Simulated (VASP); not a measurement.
Here is a VASP 6.6.1 calculation.

INCAR

```
SYSTEM = W3O
ALGO = Normal
DIPOL = 0.5 0.5 0.358
EDIFF = 1E-6
ENCUT = 1000
GGA = PE
GGA_COMPAT = .FALSE.
IDIPOL = 3
ISIF = 2
ISMEAR = 0
LASPH = .TRUE.
LCHARG = .TRUE.
LDIPOL = .TRUE.
LELF = .TRUE.
LREAL = .FALSE.
LVACPOTAV = .TRUE.
LVHAR = .TRUE.
LWAVE = .FALSE.
NBANDS = 32
NELM = 120
NELMDL = -8
PREC = Accurate
SIGMA = 0.1
```

File KPOINTS:

```
k-points
0
G
  10 10 1
  0 0 0
```

Contents of POSCAR:

```
W3O
1.0
    2.7571643597      0.0000000000      0.0000000000
   -0.9190547866      2.5994794874      0.0000000000
    0.0000000000      0.0000000000     19.8562161029
W O
3 1
Direct
    0.5000000000      0.5000000000      0.2014482507
    0.0000000000      0.0000000000      0.3111437107
    0.5000000000      0.5000000000      0.4208362792
    0.5000000000      0.8333333333      0.4976905379
```

Potentials or basis: VASP PAW PBE potentials, release 64 (W_sv, O_h).

Run with:

```sh
$ cat potpaw_PBE.64/W_sv/POTCAR potpaw_PBE.64/O_h/POTCAR > POTCAR
$ mpirun -np 1 vasp_std > vasp.out
```

**Question.** What does it give for the largest force?

**Answer.** 1.543 eV/Å.

**Question.** What does it give for the band gap on the k mesh?

**Answer.** Zero (bands 24 and 25 overlap by 1.64 eV).

Forces on the atoms (eV/Å):
```
W    0.058  0.110 -0.030
W   -0.076 -0.588 -0.997
W    0.268 -1.012  0.719
O   -0.250  1.491  0.307
```

Caveat: spin-orbit coupling is left out, which moves the levels of the heavy elements.
